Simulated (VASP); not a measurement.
Set up this calculation in VASP 6.6.1, as the native input.

| Item | Value |
| --- | --- |
| Task | single point |
| Functional | PBEsol |
| Potentials or basis | VASP PAW PBE potentials, release 64 (S, Mo_sv, H) |
| Cutoff | 520 eV |
| k mesh | 10 × 5 × 1 |
| Occupations | gaussian, width 0.1 eV |
| Spin | no spin polarisation |
| Dipole correction | yes |
| Further INCAR settings | ALGO = Normal; EDIFF = 1e-06; NBANDS = 50; ISYM = 0 |

The structure of Mo3HS6 lies in POSCAR:

```
Mo3HS6
1.0
    3.1204068985      0.0000000000      0.0000000000
   -1.5602034492      6.1523257957      0.0000000000
    0.0000000000      0.0000000000     25.6597815141
S Mo H
6 3 1
Direct
    0.8927222996      0.7854433174      0.3312576919
    0.1715897680      0.3431782543      0.3824398182
    0.4248776924      0.8497541032      0.4354374436
    0.7047333470      0.4094654124      0.4861970894
    0.9628709172      0.9257405526      0.5411345583
    0.1730196972      0.3460381128      0.6172031673
    0.5321560338      0.0643107859      0.3568487551
    0.0634221066      0.1268429315      0.4560351157
    0.6028616924      0.2057221030      0.5588565878
    0.3396863639      0.6793714461      0.4734540983
```

These files were run (other wordings do the same):

INCAR

```
SYSTEM = Mo3HS6
  PREC = Accurate
  ENCUT = 520
  EDIFF = 1E-6
  ISMEAR = 0
  SIGMA = 0.1
  LREAL = .FALSE.
  LASPH = .TRUE.
  NELM = 100
  ALGO = Normal
  ISIF = 2
  LWAVE = .FALSE.
  LCHARG = .FALSE.
  LDIPOL = .TRUE.
  IDIPOL = 3
  DIPOL = 0.5 0.5 0.464
  GGA = PS
  NBANDS = 50
  ISYM = 0
```

KPOINTS

```
Automatic mesh
0
G
  10 5 1
  0 0 0
```

Potentials or basis: VASP PAW PBE potentials, release 64 (S, Mo_sv, H).

The run is started by

```sh
$ cat potpaw_PBE.64/S/POTCAR potpaw_PBE.64/Mo_sv/POTCAR potpaw_PBE.64/H/POTCAR > POTCAR
$ mpirun -np 1 vasp_std > vasp.out
```

It gave:

| Property | Result |
| --- | --- |
| Largest force | 3.448 eV/Å |
| Band gap on the k mesh | zero (an odd number of electrons rules out a gap without spin polarisation) |

Caveat: the PAW data sets were made with another functional, which shifts forces and pressure a little.

It took 13 min on 1 thread of Intel(R) Xeon(R) 6975P-C (Granite Rapids) (shared host), peak memory 0.79 GiB.
